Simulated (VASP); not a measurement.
Here is a VASP 6.6.1 calculation.

File INCAR:

```
ALGO = Normal
EDIFF = 1E-7
ENCUT = 520
GGA = PE
ISIF = 2
ISMEAR = 0
LASPH = True
LCHARG = False
LREAL = False
LWAVE = False
NBANDS = 25
NELM = 80
PREC = Accurate
SIGMA = 0.1
```

The input KPOINTS:

```
k-points
0
Gamma
  4 4 4
```

Contents of POSCAR:

```
OsC6
1.0
    0.0000000000      3.6350897500      3.6350897500
    3.6350897500      0.0000000000      3.6350897500
    3.6350897500      3.6350897500      0.0000000000
Os C
1 6
Direct
    0.0000000000      0.0000000000      0.0000000000
    0.2045271900      0.7954728100      0.7954728100
    0.7954728100      0.2045271900      0.2045271900
    0.7954728100      0.2045271900      0.7954728100
    0.2045271900      0.7954728100      0.2045271900
    0.7954728100      0.7954728100      0.2045271900
    0.2045271900      0.2045271900      0.7954728100
```

Potentials or basis: VASP PAW PBE potentials, release 64 (Os, C).

Run with:

```sh
$ cat potpaw_PBE.64/Os/POTCAR potpaw_PBE.64/C/POTCAR > POTCAR
$ mpirun -np 1 vasp_std > vasp.out
```

(1) What does it give for the band gap on the k mesh?

(2) Estimate the pressure.

## Answers

(1) zero (band 16 reaches 1.85 eV, above the bottom of band 17 at 1.35 eV).

(2) 193.1 GPa.

Caveat: the k points lie up to 0.37 Å⁻¹ apart; spin-orbit coupling is left out, which moves the levels of the heavy elements; forces of over 1 eV/Å act on the atoms, so gaps and moduli don't describe the material at rest.
